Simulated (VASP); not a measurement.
Crystal: FeO.

```
CELL_PARAMETERS angstrom
1.51882 0.87689 2.51958
-1.51882 0.87689 2.51958
0.00000 -3.50757 5.03915
ATOMIC_POSITIONS crystal
Fe 0.00000 0.00000 0.00000
Fe 0.00000 0.00000 0.50000
O 0.50000 0.50000 0.25000
O 0.50000 0.50000 0.75000
```

Base run:

| Quantity | Value |
| --- | --- |
| Program | VASP 6.6.1 |
| Functional | r2SCAN |
| Potentials or basis | VASP PAW PBE potentials, release 64 (Fe, O) |
| Cutoff | 520 eV |
| k mesh | 9 × 9 × 5 |
| Occupations | fermi-dirac, width 0.05 eV |
| Spin | collinear spin, ferromagnetic start |
| Starting moments | [4.0, 4.0, 0.0, 0.0] μB |

Its results: band gap on the k mesh zero (filled and empty bands overlap); pressure -7.0 GPa; net moment 8.00 μB per cell; site moments Fe +3.69; O +0.28 μB.

Problem. The run is repeated on the same cell with these changes: spin from collinear spin, ferromagnetic start to collinear spin, antiferromagnetic start; moments at the start from [4.0, 4.0, 0.0, 0.0] to [4.0, -4.0, 0.0, 0.0]. What comes out?

Solution. Band gap on the k mesh zero (filled and empty bands overlap); pressure -5.7 GPa; net moment 0.00 μB per cell; site moments Fe +3.57, -3.57; O +0.00 μB.

Caveats: the PAW data sets were made with another functional, which shifts forces and pressure a little; semilocal functionals often make such compounds metallic where correlation or magnetic order opens a gap, which also shifts bond lengths.
